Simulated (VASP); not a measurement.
# K3Br (Pm-3m) in VASP: further runs

Runs on K3Br. Level: PBE. Tasks: single point, relaxation of cell and atoms.

Program: VASP 6.6.1. These are calculated values, not measurements. Logs are shortened: lines on timing, memory, paths and dates and some standing lists are left out, and cuts for length are marked.

### Step 1. The cell of the first run

The structure is cubic, space group Pm-3m (No. 221). Conventional cell: a = 5.148 Å, b = 5.148 Å, c = 5.148 Å, α = 90.00°, β = 90.00°, γ = 90.00°. K (site symmetry 4/mmm) has 8 K at 3.64 Å and 4 Br at 3.64 Å within 4.8 Å. Br (site symmetry m-3m) has 12 K at 3.64 Å within 4.8 Å.

### Step 2. Single point, PBE

File INCAR:

```
SYSTEM = K3Br
PREC     = Accurate       ! precision mode
ENCUT    = 520            ! plane-wave cutoff, eV
EDIFF    = 1E-7           ! SCF threshold, eV
ISMEAR   = 0              ! smearing method
SIGMA    = 0.1            ! smearing width, eV
LREAL    = .False.        ! projectors in reciprocal space
LASPH    = .True.         ! aspherical terms in the spheres
NELM     = 60             ! most SCF steps
ALGO     = Normal         ! electronic algorithm
ISIF     = 2              ! what is computed and relaxed
LWAVE    = .False.        ! write WAVECAR
LCHARG   = .False.        ! write CHGCAR
GGA      = PE             ! functional
NBANDS   = 25             ! bands
```

File KPOINTS:

```
regular mesh
0
Gamma
  4 4 4
  0 0 0
```

File POSCAR:

```
K3Br
1.0
    5.1478838134      0.0000000000      0.0000000000
    0.0000000000      5.1478838134      0.0000000000
    0.0000000000      0.0000000000      5.1478838134
K Br
3 1
Direct
    0.0000000000      0.5000000000      0.5000000000
    0.5000000000      0.0000000000      0.5000000000
    0.5000000000      0.5000000000      0.0000000000
    0.0000000000      0.0000000000      0.0000000000
```

Potentials or basis: VASP PAW PBE potentials, release 64 (K_sv, Br).

Launch:

```bash
> cat potpaw_PBE.64/K_sv/POTCAR potpaw_PBE.64/Br/POTCAR > POTCAR
> mpirun -np 1 vasp_std > vasp.out
```

OUTCAR:

```text
SYSTEM = K3Br
   PREC = Accurate
   ENCUT = 520
   EDIFF = 1E-7
   ISMEAR = 0
   LREAL = .False.
   LASPH = .True.
   NELM = 60
   ISIF = 2
   GGA = PE

 ion  position               nearest neighbor table
   1  0.000  0.500  0.500-   2 3.64   3 3.64   3 3.64   2 3.64   2 3.64   3 3.64   3 3.64   2 3.64

   2  0.500  0.000  0.500-   1 3.64   3 3.64   3 3.64   1 3.64   3 3.64   3 3.64   1 3.64   1 3.64

   3  0.500  0.500  0.000-   1 3.64   2 3.64   1 3.64   2 3.64   2 3.64   2 3.64   1 3.64   1 3.64

   4  0.000  0.000  0.000-

  LATTYP: Found a simple cubic cell.
 ALAT       =     5.1478838134

  Lattice vectors:

 A1 = (   5.1478838134,   0.0000000000,   0.0000000000)
 A2 = (   0.0000000000,   5.1478838134,   0.0000000000)
 A3 = (   0.0000000000,   0.0000000000,   5.1478838134)

Analysis of symmetry for initial positions (statically):
=====================================================================
 Subroutine PRICEL returns:
 Original cell was already a primitive cell.

 Routine SETGRP: Setting up the symmetry group for a
 simple cubic supercell.

 Subroutine GETGRP returns: Found 48 space group operations
 (whereof 48 operations were pure point group operations)
 out of a pool of 48 trial point group operations.

The static configuration has the point symmetry O_h .

Analysis of symmetry for dynamics (positions and initial velocities):
=====================================================================
 Subroutine PRICEL returns:
 Original cell was already a primitive cell.

 Routine SETGRP: Setting up the symmetry group for a
 simple cubic supercell.

 Subroutine GETGRP returns: Found 48 space group operations
 (whereof 48 operations were pure point group operations)
 out of a pool of 48 trial point group operations.

The dynamic configuration has the point symmetry O_h .

 Subroutine INISYM returns: Found 48 space group operations
 (whereof 48 operations are pure point group operations),
 and found     1 'primitive' translations

----------------------------------------------------------------------------------------

                                     Primitive cell

  volume of cell :     136.4226

  direct lattice vectors                    reciprocal lattice vectors
     5.147883813  0.000000000  0.000000000     0.194254578  0.000000000  0.000000000
     0.000000000  5.147883813  0.000000000     0.000000000  0.194254578  0.000000000
     0.000000000  0.000000000  5.147883813     0.000000000  0.000000000  0.194254578

  length of vectors
     5.147883813  5.147883813  5.147883813     0.194254578  0.194254578  0.194254578

  position of ions in fractional coordinates (direct lattice)
     0.000000000  0.500000000  0.500000000
     0.500000000  0.000000000  0.500000000
     0.500000000  0.500000000  0.000000000
     0.000000000  0.000000000  0.000000000

  ion indices of the primitive-cell ions
   primitive index   ion index
                 1           1
                 2           2
                 3           3
                 4           4

----------------------------------------------------------------------------------------

 KPOINTS: regular mesh

Automatic generation of k-mesh.
 Grid dimensions read from file:
 generate k-points for:    4    4    4

 Generating k-lattice:

  Cartesian coordinates                     Fractional coordinates (reciprocal lattice)
     0.048563645  0.000000000  0.000000000     0.250000000  0.000000000  0.000000000
     0.000000000  0.048563645  0.000000000     0.000000000  0.250000000  0.000000000
     0.000000000  0.000000000  0.048563645     0.000000000  0.000000000  0.250000000

  Length of vectors
     0.048563645  0.048563645  0.048563645

  Shift w.r.t. Gamma in fractional coordinates (k-lattice)
     0.000000000  0.000000000  0.000000000

 Subroutine IBZKPT returns following result:
 ===========================================

 Found     10 irreducible k-points:

 Following reciprocal coordinates:
            Coordinates               Weight
  0.000000  0.000000  0.000000      1.000000
  0.250000  0.000000  0.000000      6.000000
  0.500000  0.000000  0.000000      3.000000
  0.250000  0.250000  0.000000     12.000000
  0.500000  0.250000  0.000000     12.000000
  0.500000  0.500000  0.000000      3.000000
  0.250000  0.250000  0.250000      8.000000
  0.500000  0.250000  0.250000     12.000000
  0.500000  0.500000  0.250000      6.000000
  0.500000  0.500000  0.500000      1.000000
   k-points           NKPTS =     10   k-points in BZ     NKDIM =     10   number of bands    NBANDS=     25
   number of dos      NEDOS =    301   number of ions     NIONS =      4
   total plane-waves  NPLWV =  64000
   dimension x,y,z NGX =    40 NGY =   40 NGZ =   40
   dimension x,y,z NGXF=    80 NGYF=   80 NGZF=   80
   ions per type =               3   1
   NGX,Y,Z   is equivalent  to a cutoff of  12.92, 12.92, 12.92 a.u.
   NGXF,Y,Z  is equivalent  to a cutoff of  25.84, 25.84, 25.84 a.u.
 SYSTEM =  K3Br
   PREC   = accura    normal or accurate (medium, high low for compatibility)
   ISTART =      0    job   : 0-new  1-cont  2-samecut
   ICHARG =      2    charge: 1-file 2-atom 10-const
   ISPIN  =      1    spin polarized calculation?
   LNONCOLLINEAR =      F non collinear calculations
   LSORBIT =      F    spin-orbit coupling
   LASPH  =      T    aspherical Exc in radial PAW
   ENCUT  =  520.0 eV  38.22 Ry    6.18 a.u.   9.57  9.57  9.57*2*pi/ulx,y,z
   NELM   =     60;   NELMIN=  2; NELMDL= -5     # of ELM steps
   EDIFF  = 0.1E-06   stopping-criterion for ELM
   LREAL  =      F    real-space projection
   EDIFFG = 0.1E-05   stopping-criterion for IOM
   NSW    =      0    number of steps for IOM
   IBRION =     -1    ionic relax: 0-MD 1-quasi-New 2-CG
   NFREE  =      0    steps in history (QN), initial steepest desc. (CG)
   ISIF   =      2    stress and relaxation
   ISYM   =      2    0-nonsym 1-usesym 2-fastsym
   POTIM  = 0.5000    time-step for ionic-motion
   TEBEG  =    0.0;   TEEND  =   0.0 temperature during run
   PSTRESS=    0.0 pullay stress
   NELECT =      34.0000    total number of electrons
   NUPDOWN=      -1.0000    fix difference up-down
   EMIN   =  10.00;   EMAX   =-10.00  energy-range for DOS
   EFERMI =   0.00;   METHOD = LEGACY
   ISMEAR =     0;   SIGMA  =   0.10  broadening in eV -4-tet -1-fermi 0-gaus
   EFERMI_NEDOS =   21; number of points for ismear=-14 and -15
   IALGO  =     38    algorithm
   IMIX   =      4    mixing-type and parameters
     AMIX     =   0.40;   BMIX     =  1.00
     AMIX_MAG =   1.60;   BMIX_MAG =  1.00
  volume/ion in A,a.u.               =      34.11       230.16
  Fermi-wavevector in a.u.,A,eV,Ry     =   1.030242  1.946874 14.441192  1.061398
  Thomas-Fermi vector in A             =   2.164330
   LORBIT       =      0    0 simple, 1 ext, 2 COOP (PROOUT), +10 PAW based schemes
   GGA     = PE    functional components
   LHFCALC =     F    Hartree Fock is set to
   AEXX    =    0.0000 exact exchange contribution
   IVDW    =     0    specifies the selected vdW correction
   LEPSILON=     F    determine dielectric tensor
   LRPA    =     F    only Hartree local field effects (RPA)
 non-spin polarized calculation
 Gauss-broadening in eV      SIGMA  =   0.10
  energy-cutoff  :      520.00
  volume of cell :      136.42
 maximum number of plane-waves:      3743
 NGX is ok and might be reduce to    40
   NGX = 19   NGY = 19   NGZ = 19

 number of electron      34.0000010 magnetization

 Free energy of the ion-electron system (eV)
  ---------------------------------------------------
  ext. energy  EPLUGINS =         0.00000000
  ---------------------------------------------------
  free energy    TOTEN  =        -6.37123675 eV

  energy without entropy =       -6.36585421  energy(sigma->0) =       -6.36854548

 E-fermi :   3.2252     XC(G=0):  -7.8141

 val. band max:        3.1966197021   @ k =   0.5000   0.5000   0.2500
 cond. band min:       3.3632279773   @ k =   0.5000   0.5000   0.5000
 fundamental gap:      0.1666082752
 Fermi energy:         3.2251709379

 k-point     1 :       0.0000    0.0000    0.0000
  band No.  band energies     occupation
      1     -29.5471      2.00000
      2     -29.4474      2.00000
      3     -29.4474      2.00000
      4     -14.0808      2.00000
      5     -13.2610      2.00000
      6     -13.2610      2.00000
[... 17 lines left out ...]
     24       7.6117      0.00000
     25       7.6117      0.00000

 k-point     2 :       0.2500    0.0000    0.0000
  band No.  band energies     occupation
      1     -29.5343      2.00000
      2     -29.4600      2.00000
      3     -29.4472      2.00000
      4     -14.1240      2.00000
      5     -13.2210      2.00000
      6     -13.2210      2.00000
[... 17 lines left out ...]
     24       7.0684      0.00000
     25       7.1485      0.00000

 k-point     3 :       0.5000    0.0000    0.0000
  band No.  band energies     occupation
      1     -29.5137      2.00000
      2     -29.4806      2.00000
      3     -29.4470      2.00000
      4     -14.1618      2.00000
      5     -13.1620      2.00000
      6     -13.1620      2.00000
[... 17 lines left out ...]
     24       6.4698      0.00000
     25       6.5407      0.00000

 k-point     4 :       0.2500    0.2500    0.0000
  band No.  band energies     occupation
      1     -29.5230      2.00000
      2     -29.4638      2.00000
      3     -29.4544      2.00000
      4     -14.1446      2.00000
      5     -13.1846      2.00000
      6     -13.1808      2.00000
[... 17 lines left out ...]
     24       6.2038      0.00000
     25       6.7434      0.00000

 k-point     5 :       0.5000    0.2500    0.0000
  band No.  band energies     occupation
      1     -29.5038      2.00000
      2     -29.4803      2.00000
      3     -29.4567      2.00000
      4     -14.1638      2.00000
      5     -13.1657      2.00000
      6     -13.1250      2.00000
[... 17 lines left out ...]
     24       5.9067      0.00000
     25       6.1172      0.00000

 k-point     6 :       0.5000    0.5000    0.0000
  band No.  band energies     occupation
      1     -29.4801      2.00000
      2     -29.4801      2.00000
      3     -29.4801      2.00000
      4     -14.1665      2.00000
      5     -13.1621      2.00000
      6     -13.1389      2.00000
[... 17 lines left out ...]
     24       6.2521      0.00000
     25       6.2821      0.00000

 k-point     7 :       0.2500    0.2500    0.2500
  band No.  band energies     occupation
      1     -29.5135      2.00000
      2     -29.4636      2.00000
      3     -29.4636      2.00000
      4     -14.1418      2.00000
      5     -13.2342      2.00000
      6     -13.1700      2.00000
[... 17 lines left out ...]
     24       6.6912      0.00000
     25       6.7453      0.00000

 k-point     8 :       0.5000    0.2500    0.2500
  band No.  band energies     occupation
      1     -29.4967      2.00000
      2     -29.4801      2.00000
      3     -29.4634      2.00000
      4     -14.1390      2.00000
      5     -13.2574      2.00000
      6     -13.1989      2.00000
[... 17 lines left out ...]
     24       6.5490      0.00000
     25       6.9322      0.00000

 k-point     9 :       0.5000    0.5000    0.2500
  band No.  band energies     occupation
      1     -29.4798      2.00000
      2     -29.4798      2.00000
      3     -29.4798      2.00000
      4     -14.1135      2.00000
      5     -13.2861      2.00000
      6     -13.2114      2.00000
[... 17 lines left out ...]
     24       6.7438      0.00000
     25       6.9410      0.00000

 k-point    10 :       0.5000    0.5000    0.5000
  band No.  band energies     occupation
      1     -29.4796      2.00000
      2     -29.4796      2.00000
      3     -29.4796      2.00000
      4     -14.0519      2.00000
      5     -13.3641      2.00000
      6     -13.2768      2.00000
[... 17 lines left out ...]
     24       7.1158      0.00000
     25       7.1939      0.00000

------------------------ aborting loop because EDIFF is reached ----------------------------------------

  FORCE on cell =-STRESS in cart. coord.  units (eV):
  Direction    XX          YY          ZZ          XY          YZ          ZX
  --------------------------------------------------------------------------------------
  -------------------------------------------------------------------------------------
  Total        4.7920589      4.7920589      4.7920589      0.0000000      0.0000000      0.0000000
  in kB       56.2790194     56.2790194     56.2790194      0.0000000      0.0000000      0.0000000
  external PRESSURE =      56.2790194 kB  Pullay stress =       0.0000000 kB

 VOLUME and BASIS-vectors are now :
 -----------------------------------------------------------------------------
  energy-cutoff  :      520.00
  volume of cell :      136.42
      direct lattice vectors                 reciprocal lattice vectors
     5.147883813  0.000000000  0.000000000     0.194254578  0.000000000  0.000000000
     0.000000000  5.147883813  0.000000000     0.000000000  0.194254578  0.000000000
     0.000000000  0.000000000  5.147883813     0.000000000  0.000000000  0.194254578

 POSITION                                       TOTAL-FORCE (eV/Angst)
 -----------------------------------------------------------------------------------
      0.00000      2.57394      2.57394         0.000000      0.000000      0.000000
      2.57394      0.00000      2.57394         0.000000      0.000000      0.000000
      2.57394      2.57394      0.00000         0.000000      0.000000      0.000000
      0.00000      0.00000      0.00000         0.000000      0.000000      0.000000
 -----------------------------------------------------------------------------------
    total drift:                               -0.000000     -0.000000     -0.000000

  FREE ENERGIE OF THE ION-ELECTRON SYSTEM (eV)
  ---------------------------------------------------
  free  energy   TOTEN  =        -6.3712367496 eV

  energy  without entropy=       -6.3658542096  energy(sigma->0) =       -6.36854548
```

It took 66 s on 1 thread of Intel Xeon 8259CL, shared host; peak memory 0.24 GiB.

What came out:

| Property | Result |
| --- | --- |
| Free energy | -6.3712 eV |
| Pressure | 5.6 GPa |
| Band gap on the k mesh | zero (bands 17 and 18 overlap by 0.39 eV) |

Caveat: the cell stands under pressure.

### Step 3. Single point, PBE

This run uses another cell than the first one, of 49.45 Å³/atom.

File INCAR:

```
  ALGO = Normal
  EDIFF = 1E-6
  ENCUT = 520
  GGA = PE
  ISIF = 2
  ISMEAR = 0
  LASPH = True
  LCHARG = False
  LREAL = False
  LWAVE = False
  NBANDS = 25
  NELM = 100
  PREC = Accurate
  SIGMA = 0.1
```

File KPOINTS:

```
k-points
0
Gamma
  4 4 4
```

File POSCAR:

```
K3Br
1.0
    5.8266696977      0.0000000000      0.0000000000
    0.0000000000      5.8266696977      0.0000000000
    0.0000000000      0.0000000000      5.8266696977
K Br
3 1
Direct
    0.0000000000      0.5000000000      0.5000000000
    0.5000000000      0.0000000000      0.5000000000
    0.5000000000      0.5000000000      0.0000000000
    0.0000000000      0.0000000000      0.0000000000
```

Potentials or basis: VASP PAW PBE potentials, release 64 (K_sv, Br).

Launch:

```bash
> cat potpaw_PBE.64/K_sv/POTCAR potpaw_PBE.64/Br/POTCAR > POTCAR
> mpirun -np 1 vasp_std > vasp.out
```

OUTCAR:

```text
EDIFF = 1E-6
   ENCUT = 520
   GGA = PE
   ISIF = 2
   ISMEAR = 0
   LASPH = True
   LREAL = False
   NELM = 100
   PREC = Accurate

 ion  position               nearest neighbor table
   1  0.000  0.500  0.500-
   2  0.500  0.000  0.500-
   3  0.500  0.500  0.000-
   4  0.000  0.000  0.000-

[... 459 lines left out ...]

------------------------ aborting loop because EDIFF is reached ----------------------------------------

  FORCE on cell =-STRESS in cart. coord.  units (eV):
  Direction    XX          YY          ZZ          XY          YZ          ZX
  --------------------------------------------------------------------------------------
  -------------------------------------------------------------------------------------
  Total        0.3967192      0.3967192      0.3967192      0.0000000     -0.0000000      0.0000000
  in kB        3.2131616      3.2131616      3.2131616      0.0000000     -0.0000000      0.0000000
  external PRESSURE =       3.2131616 kB  Pullay stress =       0.0000000 kB

 VOLUME and BASIS-vectors are now :
 -----------------------------------------------------------------------------
  energy-cutoff  :      520.00
  volume of cell :      197.82
      direct lattice vectors                 reciprocal lattice vectors
     5.826669698  0.000000000  0.000000000     0.171624625  0.000000000  0.000000000
     0.000000000  5.826669698  0.000000000     0.000000000  0.171624625  0.000000000
     0.000000000  0.000000000  5.826669698     0.000000000  0.000000000  0.171624625

 POSITION                                       TOTAL-FORCE (eV/Angst)
 -----------------------------------------------------------------------------------
      0.00000      2.91333      2.91333         0.000000      0.000000      0.000000
      2.91333      0.00000      2.91333         0.000000      0.000000      0.000000
      2.91333      2.91333      0.00000         0.000000      0.000000      0.000000
      0.00000      0.00000      0.00000         0.000000      0.000000      0.000000
 -----------------------------------------------------------------------------------
    total drift:                                0.000000     -0.000000     -0.000000

  FREE ENERGIE OF THE ION-ELECTRON SYSTEM (eV)
  ---------------------------------------------------
  free  energy   TOTEN  =        -7.2497314743 eV

  energy  without entropy=       -7.2444672163  energy(sigma->0) =       -7.24709935
```

OSZICAR:

```text
N       E                     dE             d eps       ncg     rms          rms(c)
DAV:   1     0.233727612432E+03    0.23373E+03   -0.14514E+04   500   0.113E+03
DAV:   2     0.127420718489E+02   -0.22099E+03   -0.21394E+03   591   0.314E+02
DAV:   3    -0.680645363301E+01   -0.19549E+02   -0.19275E+02   814   0.716E+01
DAV:   4    -0.755898397486E+01   -0.75253E+00   -0.75189E+00   654   0.137E+01
DAV:   5    -0.759172577512E+01   -0.32742E-01   -0.32739E-01   757   0.236E+00    0.499E+00
DAV:   6    -0.729995062522E+01    0.29178E+00   -0.39669E-01   622   0.197E+00    0.322E+00
DAV:   7    -0.724907608493E+01    0.50875E-01   -0.18799E-01   603   0.157E+00    0.136E+00
DAV:   8    -0.724939872635E+01   -0.32264E-03   -0.46711E-02   692   0.856E-01    0.226E-01
DAV:   9    -0.724920989823E+01    0.18883E-03   -0.22278E-03   670   0.214E-01    0.161E-01
DAV:  10    -0.724981156392E+01   -0.60167E-03   -0.23444E-03   546   0.197E-01    0.638E-02
DAV:  11    -0.724971173446E+01    0.99829E-04   -0.42213E-04   638   0.767E-02    0.197E-02
DAV:  12    -0.724972953243E+01   -0.17798E-04   -0.35408E-05   555   0.314E-02    0.815E-03
DAV:  13    -0.724973201293E+01   -0.24805E-05   -0.11951E-05   527   0.117E-02    0.364E-03
DAV:  14    -0.724973147428E+01    0.53865E-06   -0.18563E-06   469   0.680E-03
   1 F= -.72497315E+01 E0= -.72470993E+01  d E =-.526426E-02
```

It took 1.8 min on 1 thread of Intel Xeon 8259CL, shared host; peak memory 0.32 GiB.

What came out:

```yaml
Free_energy: -7.2497 eV
Pressure: 0.3 GPa
Band_gap_on_the_k_mesh: zero (bands 17 and 18 overlap by 0.77 eV)
```

[end of part 1 of 2]

The gap in the log of VASP goes by the Fermi energy; the results here count the filled bands.